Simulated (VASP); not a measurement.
Here is a VASP 6.6.1 calculation.

INCAR

```
ALGO = Normal
EDIFF = 1E-6
ENCUT = 520
GGA = RE
ISIF = 2
ISMEAR = 0
IVDW = 13
LASPH = T
LCHARG = F
LREAL = F
LWAVE = F
NBANDS = 16
NELM = 60
PREC = Accurate
SIGMA = 0.05
```

Contents of KPOINTS:

```
k-points
0
Gamma
  6 6 6
```

File POSCAR:

```
CdTe
1.0
    0.0000000000      3.2049986979      3.2049986979
    3.2049986979      0.0000000000      3.2049986979
    3.2049986979      3.2049986979      0.0000000000
Cd Te
1 1
Direct
    0.5000000000      0.5000000000      0.5000000000
    0.0000000000      0.0000000000      0.0000000000
```

Potentials or basis: VASP PAW PBE potentials, release 64 (Cd, Te).

Launch:

```sh
$ cat potpaw_PBE.64/Cd/POTCAR potpaw_PBE.64/Te/POTCAR > POTCAR
$ mpirun -np 1 vasp_std > vasp.out
```

(1) Predict the band gap on the k mesh.

(2) Estimate the dispersion energy per atom.

## Answers

(1) zero (band 9 reaches 2.72 eV, above the bottom of band 10 at 1.52 eV).

(2) -0.613 eV.

Caveat: spin-orbit coupling is left out, which moves the levels of the heavy elements.
